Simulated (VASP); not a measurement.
Input of a VASP 6.6.1 run:

Contents of INCAR:

```
ALGO = Normal ; EDIFF = 1E-7
ENCUT = 520 ; GGA = PS
ISIF = 2 ; ISMEAR = 0
LASPH = True ; LCHARG = False
LREAL = False ; LWAVE = False
NBANDS = 20 ; NELM = 60
PREC = Accurate ; SIGMA = 0.05
```

File KPOINTS:

```
k-points
0
Gamma
  12 12 12
```

Contents of POSCAR:

```
SnO2
1.0
    1.5251500000      0.8805457631      4.0575333333
   -1.5251500000      0.8805457631      4.0575333333
    0.0000000000     -1.7610915261      4.0575333333
Sn O
1 2
Direct
    0.5000000000      0.5000000000      0.5000000000
    0.2414378084      0.2414378084      0.2414378084
    0.7585621916      0.7585621916      0.7585621916
```

Potentials or basis: VASP PAW PBE potentials, release 64 (Sn_d, O).

Run with:

```console
$ cat potpaw_PBE.64/Sn_d/POTCAR potpaw_PBE.64/O/POTCAR > POTCAR
$ mpirun -np 1 vasp_std > vasp.out
```

(1) Estimate the band gap on the k mesh.

(2) What does it give for the pressure?

(3) Estimate the largest force.

Answers

(1) 3.08 eV, indirect (least direct gap 3.32 eV).

(2) 45.8 GPa.

(3) 2.757 eV/Å.

Caveat: the PAW data sets were made with another functional, which shifts forces and pressure a little; spin-orbit coupling is left out, which moves the levels of the heavy elements.
